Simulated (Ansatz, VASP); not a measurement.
# One calculation of RbCaBr3, two programs

```
CELL_PARAMETERS angstrom
5.73669 0.00000 0.00000
0.00000 5.73669 0.00000
0.00000 0.00000 5.90879
ATOMIC_POSITIONS crystal
Rb 0.50000 0.50000 0.50000
Ca 0.00000 0.00000 0.00000
Br 0.50000 0.00000 0.00000
Br 0.00000 0.50000 0.00000
Br 0.00000 0.00000 0.50000
```

Change from the starting cell: strain +0.000 along x and y, +0.030 along z, atoms carried along.

Alike in both runs: task single point; functional LDA; k mesh 4 × 4 × 4; occupations gaussian, width 0.05 eV; no spin polarisation.

```csv
,VASP,Ansatz
version,VASP 6.6.1,Ansatz 0.2.0
potentials or method,"VASP PAW LDA potentials, release 64 (Rb_sv, Ca_sv, Br), cutoff 520 eV","scalar-relativistic, plane waves, PAW"
valence electrons in the cell,40,40
```

```csv
,VASP,Ansatz,Ansatz less VASP
gap on the k mesh at the Fermi level (eV),3.60,3.59,-0.011
least direct gap on the mesh (eV),3.92,3.91,-0.011
pressure (GPa),-2.7,-2.8,-0.06
"traceless stress, the component that is largest in VASP (GPa)",-0.49,-0.48,+0.012
```

LDA's correlation is that of Perdew and Zunger in VASP and of Perdew and Wang (1992) in Ansatz.
